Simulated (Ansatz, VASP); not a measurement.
K: VASP beside Ansatz

```
K
1.0
     0.00000    3.33598    3.33598
     3.33598    0.00000    3.33598
     3.33598    3.33598    0.00000
K
1
Direct
  0.00000 0.00000 0.00000
```

Alike in both runs: task single point; functional PBE; k mesh 12 × 12 × 12; occupations gaussian, width 0.05 eV; non-collinear spin, spin-orbit coupling.

```csv
,VASP,Ansatz
version,VASP 6.6.1,Ansatz 0.2.0
potentials or method,"VASP PAW PBE potentials, release 64 (K_sv), cutoff 520 eV","plane waves, PAW"
valence electrons in the cell,9,9
```

```csv
,VASP,Ansatz,Ansatz less VASP
pressure (GPa),0.0,0.0,+0.01
```

The functional is the same, so the differences come from potentials, cutoffs and numerics.
